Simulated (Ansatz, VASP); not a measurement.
## Two plane-wave programs on Cr

INCAR

```
ALGO = Normal
EDIFF = 1E-7
ENCUT = 520
ISIF = 2
ISMEAR = -1
LASPH = T
LCHARG = T
LELF = T
LREAL = F
LVHAR = T
LWAVE = F
NBANDS = 12
NELM = 80
PREC = Accurate
SIGMA = 0.1
```

File KPOINTS:

```
k-points
0
Gamma
  15 15 15
```

POSCAR

```
Cr
1.0
    2.3415230699      0.0000000000      0.0000000000
    0.0000000000      2.3415230699      0.0000000000
    0.0000000000      0.0000000000      2.3415230699
Cr
1
Direct
    0.0000000000      0.0000000000      0.0000000000
```

Input for Ansatz:

```yaml
crystal:
  lattice:
    - [2.3415230699, 0.0, 0.0]
    - [0.0, 2.3415230699, 0.0]
    - [0.0, 0.0, 2.3415230699]
  atoms:
    - { symbol: Cr, position: [0.0, 0.0, 0.0] }
hamiltonian:
  xc: lda
  pseudopotentials:
    kind: paw
    azcp:
      Cr: "pseudopotentials/Cr.paw.azcp"
basis:
  ecutwfc: 420
  fft_grid_basis: typed
kpoints:
  mp_grid: { grid: [15, 15, 15], shift: [0, 0, 0] }
magnetization:
  spin_polarized: false
scf:
  occupations: { method: fermi_dirac, width: 0.1 }
  lower_state_search: "off"
output:
  stress: true
```

Alike in both runs: task single point; functional LDA; k mesh 15 × 15 × 15; occupations fermi-dirac, width 0.1 eV; no spin polarisation.

```csv
,VASP,Ansatz
version,VASP 6.6.1,Ansatz 0.2.0
potentials or method,"VASP PAW LDA potentials, release 64 (Cr_pv), cutoff 520 eV","plane waves (420 eV) with PAW, scalar-relativistic"
valence electrons in the cell,12,14
```

VASP gave:

| Property | Result |
| --- | --- |
| pressure (GPa) | -14.1 |

Question: Estimate Ansatz's values.

Answer: Pressure (GPa): -14.2.

Ansatz warns that its potentials were made for another functional, while VASP's fit it. LDA's correlation is that of Perdew and Zunger in VASP and of Perdew and Wang (1992) in Ansatz. VASP's potentials hold 12 valence electrons a cell and Ansatz's 14, so a difference there can come from the potentials and not from the codes.
